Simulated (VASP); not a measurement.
Here is a VASP 6.6.1 calculation.

Contents of INCAR:

```
PREC = Accurate
ENCUT = 520
EDIFF = 1E-6
ISMEAR = -1
SIGMA = 0.1
LREAL = F
LASPH = T
NELM = 60
ALGO = Normal
ISIF = 2
LWAVE = F
LCHARG = T
GGA = B5
ALDAX = 1.0
AGGAX = 1.0
AGGAC = 1.0
ALDAC = 0.0
LELF = T
LVHAR = T
NBANDS = 21
```

File KPOINTS:

```
regular mesh
0
Gamma
  12 12 12
```

POSCAR

```
Ge
1.0
    3.8998410000      0.0000000000      0.0000000000
   -2.8983834784      2.6092399348      0.0000000000
   -0.5007284999     -1.3046192877      3.6408789198
Ge
2
Direct
    0.2500000000      0.7500000000      0.5000000000
    0.5000000000      0.5000000000      0.0000000000
```

Potentials or basis: VASP PAW PBE potentials, release 64 (Ge_d).

Command:

```sh
$ cat potpaw_PBE.64/Ge_d/POTCAR > POTCAR
$ mpirun -np 1 vasp_std > vasp.out
```

(1) Estimate the pressure.

(2) Predict the band gap on the k mesh.

Results:

(1) 9.6 GPa.

(2) zero (bands 14 and 15 overlap by 4.94 eV).

Caveat: the cell stands under pressure; the PAW data sets were made with another functional, which shifts forces and pressure a little.
